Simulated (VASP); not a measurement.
# C in VASP: density of states with PBEsol

Aim: the density of states of C with PBEsol.

Everything below comes from runs of VASP 6.6.1. Logs are shortened: lines on timing, memory, paths and dates and some standing lists are left out, and cuts for length are marked.

**1. The cell of the first run**

The cell holds a slab with vacuum, 6 atoms: a = 2.513 Å, b = 3.554 Å, c = 18.513 Å, α = 90.00°, β = 90.00°, γ = 90.00°.

**2. Density of states, PBEsol**

POSCAR

```
C
1.0
    2.5129203137      0.0000000000      0.0000000000
    0.0000000000      3.5538059888      0.0000000000
    0.0000000000      0.0000000000     18.5129000000
C
6
Direct
    0.7500000000      0.1250000000      0.4321305599
    0.2500000000      0.8750000000      0.4321305599
    0.2500000000      0.6250000000      0.5000000000
    0.7500000000      0.3750000000      0.5000000000
    0.7500000000      0.1250000000      0.5678694401
    0.2500000000      0.8750000000      0.5678694401
```

INCAR.step1

```
PREC = Accurate ; ENCUT = 520
EDIFF = 1E-6 ; ISMEAR = -1
SIGMA = 0.02 ; LREAL = F
LASPH = T ; NELM = 100
ALGO = Normal ; ISIF = 2
LWAVE = F ; LCHARG = T
LDIPOL = T ; IDIPOL = 3
DIPOL = 0.5 0.5 0.500 ; GGA = PS
NBANDS = 21
```

KPOINTS.step1

```
regular mesh
0
Gamma
  12 9 1
```

INCAR.step2

```
PREC = Accurate ; ENCUT = 520
EDIFF = 1E-6 ; ISMEAR = -5
SIGMA = 0.02 ; LREAL = F
LASPH = T ; NELM = 100
ALGO = Normal ; ISIF = 2
LWAVE = F ; LCHARG = F
LDIPOL = T ; IDIPOL = 3
DIPOL = 0.5 0.5 0.500 ; GGA = PS
LORBIT = 11 ; NEDOS = 2001
ICHARG = 11
```

KPOINTS.step2

```
regular mesh
0
Gamma
  18 14 1
```

Potentials or basis: VASP PAW PBE potentials, release 64 (C).

Launch:

```sh
$ cat potpaw_PBE.64/C/POTCAR > POTCAR
$ cp INCAR.step1 INCAR
$ cp KPOINTS.step1 KPOINTS
$ mpirun -np 1 vasp_std > vasp.out
$ cp INCAR.step2 INCAR
$ cp KPOINTS.step2 KPOINTS
$ mpirun -np 1 vasp_std > vasp.out
```

OUTCAR:

```text
PREC = Accurate
   ENCUT = 520
   EDIFF = 1E-6
   ISMEAR = -5
   LREAL = F
   LASPH = T
   NELM = 100
   ISIF = 2
   GGA = PS
   LORBIT = 11
   ICHARG = 11

 ion  position               nearest neighbor table
   1  0.750  0.125  0.432-   2 1.54   2 1.54   4 1.54
   2  0.250  0.875  0.432-   1 1.54   1 1.54   3 1.54
   3  0.250  0.625  0.500-   4 1.54   4 1.54   6 1.54   2 1.54
   4  0.750  0.375  0.500-   3 1.54   3 1.54   5 1.54   1 1.54
   5  0.750  0.125  0.568-   6 1.54   6 1.54   4 1.54
   6  0.250  0.875  0.568-   5 1.54   5 1.54   3 1.54

  LATTYP: Found a simple orthorhombic cell.
 ALAT       =     2.5129203137
 B/A-ratio  =     1.4142135624
 C/A-ratio  =     7.3670859753

  Lattice vectors:

 A1 = (   2.5129203137,   0.0000000000,   0.0000000000)
 A2 = (   0.0000000000,   3.5538059888,   0.0000000000)
 A3 = (   0.0000000000,   0.0000000000,  18.5129000000)

Analysis of symmetry for initial positions (statically):
=====================================================================
 Subroutine PRICEL returns:
 Original cell was already a primitive cell.

 Routine SETGRP: Setting up the symmetry group for a
 simple orthorhombic supercell.

 Subroutine GETGRP returns: Found  8 space group operations
 (whereof  4 operations were pure point group operations)
 out of a pool of  8 trial point group operations.

The static configuration has the point symmetry C_2h.
 The point group associated with its full space group is D_2h.

Analysis of symmetry for dynamics (positions and initial velocities):
=====================================================================
 Subroutine PRICEL returns:
 Original cell was already a primitive cell.

 Routine SETGRP: Setting up the symmetry group for a
 simple orthorhombic supercell.

 Subroutine GETGRP returns: Found  8 space group operations
 (whereof  4 operations were pure point group operations)
 out of a pool of  8 trial point group operations.

The dynamic configuration has the point symmetry C_2h.
 The point group associated with its full space group is D_2h.

 Subroutine INISYM returns: Found  8 space group operations
 (whereof  4 operations are pure point group operations),
 and found     1 'primitive' translations

----------------------------------------------------------------------------------------

                                     Primitive cell

  volume of cell :     165.3282

  direct lattice vectors                    reciprocal lattice vectors
     2.512920314  0.000000000  0.000000000     0.397943379  0.000000000  0.000000000
     0.000000000  3.553805989  0.000000000     0.000000000  0.281388462  0.000000000
     0.000000000  0.000000000 18.512900000     0.000000000  0.000000000  0.054016389

  length of vectors
     2.512920314  3.553805989 18.512900000     0.397943379  0.281388462  0.054016389

  position of ions in fractional coordinates (direct lattice)
     0.750000000  0.125000000  0.432130560
     0.250000000  0.875000000  0.432130560
     0.250000000  0.625000000  0.500000000
     0.750000000  0.375000000  0.500000000
     0.750000000  0.125000000  0.567869440
     0.250000000  0.875000000  0.567869440

  ion indices of the primitive-cell ions
   primitive index   ion index
                 1           1
                 2           2
                 3           3
                 4           4
                 5           5
                 6           6

----------------------------------------------------------------------------------------

 KPOINTS: regular mesh

Automatic generation of k-mesh.
 Grid dimensions read from file:
 generate k-points for:   18   14    1

 Generating k-lattice:

  Cartesian coordinates                     Fractional coordinates (reciprocal lattice)
     0.022107965  0.000000000  0.000000000     0.055555556  0.000000000  0.000000000
     0.000000000  0.020099176  0.000000000     0.000000000  0.071428571  0.000000000
     0.000000000  0.000000000  0.054016389     0.000000000  0.000000000  1.000000000

  Length of vectors
     0.022107965  0.020099176  0.054016389

  Shift w.r.t. Gamma in fractional coordinates (k-lattice)
     0.000000000  0.000000000  0.000000000

 TETIRR: Found    756 inequivalent tetrahedra from     1512

 Subroutine IBZKPT returns following result:
 ===========================================

 Found     80 irreducible k-points:

 Following reciprocal coordinates:
            Coordinates               Weight
  0.000000  0.000000  0.000000      1.000000
  0.055556  0.000000  0.000000      2.000000
  0.111111  0.000000  0.000000      2.000000
  0.166667  0.000000  0.000000      2.000000
  0.222222  0.000000  0.000000      2.000000
  0.277778  0.000000  0.000000      2.000000
[... 16 lines left out ...]
  0.111111  0.142857  0.000000      4.000000
  0.166667  0.142857  0.000000      4.000000
 [... further k-points ...]
   k-points           NKPTS =     80   k-points in BZ     NKDIM =     80   number of bands    NBANDS=     16
   number of dos      NEDOS =   2001   number of ions     NIONS =      6
   total plane-waves  NPLWV =  78400
   dimension x,y,z NGX =    20 NGY =   28 NGZ =  140
   dimension x,y,z NGXF=    40 NGYF=   56 NGZF=  280
   ions per type =               6
   NGX,Y,Z   is equivalent  to a cutoff of  13.23, 13.10, 12.57 a.u.
   NGXF,Y,Z  is equivalent  to a cutoff of  26.46, 26.20, 25.14 a.u.
 SYSTEM =  unknown system
   PREC   = accura    normal or accurate (medium, high low for compatibility)
   ISTART =      0    job   : 0-new  1-cont  2-samecut
   ICHARG =     11    charge: 1-file 2-atom 10-const
   ISPIN  =      1    spin polarized calculation?
   LNONCOLLINEAR =      F non collinear calculations
   LSORBIT =      F    spin-orbit coupling
   LASPH  =      T    aspherical Exc in radial PAW
   ENCUT  =  520.0 eV  38.22 Ry    6.18 a.u.   4.67  6.61 34.42*2*pi/ulx,y,z
   NELM   =    100;   NELMIN=  2; NELMDL=  0     # of ELM steps
   EDIFF  = 0.1E-05   stopping-criterion for ELM
   LREAL  =      F    real-space projection
   EDIFFG = 0.1E-04   stopping-criterion for IOM
   NSW    =      0    number of steps for IOM
   IBRION =     -1    ionic relax: 0-MD 1-quasi-New 2-CG
   NFREE  =      0    steps in history (QN), initial steepest desc. (CG)
   ISIF   =      2    stress and relaxation
   ISYM   =      2    0-nonsym 1-usesym 2-fastsym
   POTIM  = 0.5000    time-step for ionic-motion
   TEBEG  =    0.0;   TEEND  =   0.0 temperature during run
   PSTRESS=    0.0 pullay stress
   NELECT =      24.0000    total number of electrons
   NUPDOWN=      -1.0000    fix difference up-down
   EMIN   =  10.00;   EMAX   =-10.00  energy-range for DOS
   EFERMI =   0.00;   METHOD = LEGACY
   ISMEAR =    -5;   SIGMA  =   0.02  broadening in eV -4-tet -1-fermi 0-gaus
   EFERMI_NEDOS =   21; number of points for ismear=-14 and -15
   IALGO  =     38    algorithm
   IMIX   =      4    mixing-type and parameters
     AMIX     =   0.40;   BMIX     =  1.00
     AMIX_MAG =   1.60;   BMIX_MAG =  1.00
  volume/ion in A,a.u.               =      27.55       185.95
  Fermi-wavevector in a.u.,A,eV,Ry     =   0.860392  1.625905 10.072041  0.740274
  Thomas-Fermi vector in A             =   1.977890
   LORBIT       =     11    0 simple, 1 ext, 2 COOP (PROOUT), +10 PAW based schemes
   GGA     = PS    functional components
   LHFCALC =     F    Hartree Fock is set to
   AEXX    =    0.0000 exact exchange contribution
   IVDW    =     0    specifies the selected vdW correction
   LEPSILON=     F    determine dielectric tensor
   LRPA    =     F    only Hartree local field effects (RPA)
 non-spin polarized calculation
 Fermi weights with tetrahedron method with Bloechl corrections
  energy-cutoff  :      520.00
  volume of cell :      165.33
 maximum number of plane-waves:      4493
 NGX is ok and might be reduce to    20

 number of electron      24.0000002 magnetization

 dipolmoment           0.000000      0.000000     -0.000000 electrons x Angstroem

 Free energy of the ion-electron system (eV)
  ---------------------------------------------------
  ext. energy  EPLUGINS =         0.00000000
  ---------------------------------------------------
  free energy    TOTEN  =       -50.42986272 eV

  energy without entropy =      -50.42986272  energy(sigma->0) =      -50.42986272

 E-fermi :  -2.8940     XC(G=0):  -3.8305

 val. band max:       -2.8345837083   @ k =   0.3889   0.4286   0.0000
 cond. band min:      -2.9097468897   @ k =   0.0000   0.5000   0.0000
 fundamental gap:     -0.0751631814
 Fermi energy:        -2.8939764646

 k-point     1 :       0.0000    0.0000    0.0000
  band No.  band energies     occupation
      1     -22.7797      2.00000
      2     -18.6355      2.00000
      3     -15.4196      2.00000
      4     -14.0332      2.00000
      5      -9.8285      2.00000
      6      -9.7011      2.00000
[... 8 lines left out ...]
     15       2.6187      0.00000
     16       2.9623      0.00000

 k-point     2 :       0.0556    0.0000    0.0000
  band No.  band energies     occupation
      1     -22.7230      2.00000
      2     -18.5813      2.00000
      3     -15.3699      2.00000
      4     -14.0130      2.00000
      5      -9.7877      2.00000
      6      -9.6554      2.00000
[... 8 lines left out ...]
     15       2.6879      0.00000
     16       3.0339      0.00000
[... 387 lines left out ...]
      5     -11.0795      2.00000
      6      -9.3233      2.00000
[... 8 lines left out ...]
     15       3.1155      0.00000
     16       3.5034      0.00000

 k-point    24 :       0.1667    0.1429    0.0000
  band No.  band energies     occupation
      1     -22.0882      2.00000
      2     -18.0266      2.00000
      3     -16.2577      2.00000
      4     -12.9223      2.00000
      5     -10.9005      2.00000
      6      -9.9264      2.00000
[... 8 lines left out ...]
     15       3.4692      0.00000
     16       3.8532      0.00000

 [... further k-points ...]

------------------------ aborting loop because EDIFF is reached ----------------------------------------

 vacuum level on the upper side and lower side of the slab       (xc-potential included)        -0.077        -0.077

  FORCE on cell =-STRESS in cart. coord.  units (eV):
  Direction    XX          YY          ZZ          XY          YZ          ZX
  --------------------------------------------------------------------------------------
  -------------------------------------------------------------------------------------
  Total       -4.6830966     -7.0075498     -4.7541718     -0.0000000      0.0000000      0.0000000
  in kB      -45.3833775    -67.9093987    -46.0721588     -0.0000000      0.0000000      0.0000000
  external PRESSURE =     -53.1216450 kB  Pullay stress =       0.0000000 kB

 VOLUME and BASIS-vectors are now :
 -----------------------------------------------------------------------------
  energy-cutoff  :      520.00
  volume of cell :      165.33
      direct lattice vectors                 reciprocal lattice vectors
     2.512920314  0.000000000  0.000000000     0.397943379  0.000000000  0.000000000
     0.000000000  3.553805989  0.000000000     0.000000000  0.281388462  0.000000000
     0.000000000  0.000000000 18.512900000     0.000000000  0.000000000  0.054016389

 POSITION                                       TOTAL-FORCE (eV/Angst)
 -----------------------------------------------------------------------------------
      1.88469      0.44423      7.99999        -0.000000     -4.462576      0.864854
      0.62823      3.10958      7.99999         0.000000      4.462576      0.864854
      0.62823      2.22113      9.25645        -0.000000     -1.218439     -0.000000
      1.88469      1.33268      9.25645        -0.000000      1.218439      0.000000
      1.88469      0.44423     10.51291        -0.000000     -4.462576     -0.864854
      0.62823      3.10958     10.51291        -0.000000      4.462576     -0.864854
 -----------------------------------------------------------------------------------
    total drift:                                0.000000      0.000000      0.000000

  FREE ENERGIE OF THE ION-ELECTRON SYSTEM (eV)
  ---------------------------------------------------
  free  energy   TOTEN  =       -50.4298627212 eV

  energy  without entropy=      -50.4298627212  energy(sigma->0) =      -50.42986272

 vacuum level on the upper side and lower side of the slab         3.123         3.123

 total charge

# of ion       s       p       d       tot
------------------------------------------
    1        0.850   1.559   0.000   2.409
    2        0.850   1.559   0.000   2.409
    3        0.842   1.674   0.000   2.516
    4        0.842   1.674   0.000   2.516
    5        0.850   1.559   0.000   2.409
    6        0.850   1.559   0.000   2.409
--------------------------------------------------
tot          5.083   9.584   0.000  14.667
```

Run time: 3 min. Hardware: 1 thread of Intel Xeon 6975P-C (Granite Rapids), shared host; peak memory 0.33 GiB.

What came out:

```
Valence electrons inside the program's atomic spheres : C 2.41, 2.52
```

Caveat: the PAW data sets were made with another functional, which shifts forces and pressure a little; tetrahedron occupations give inexact forces and stress in metals.
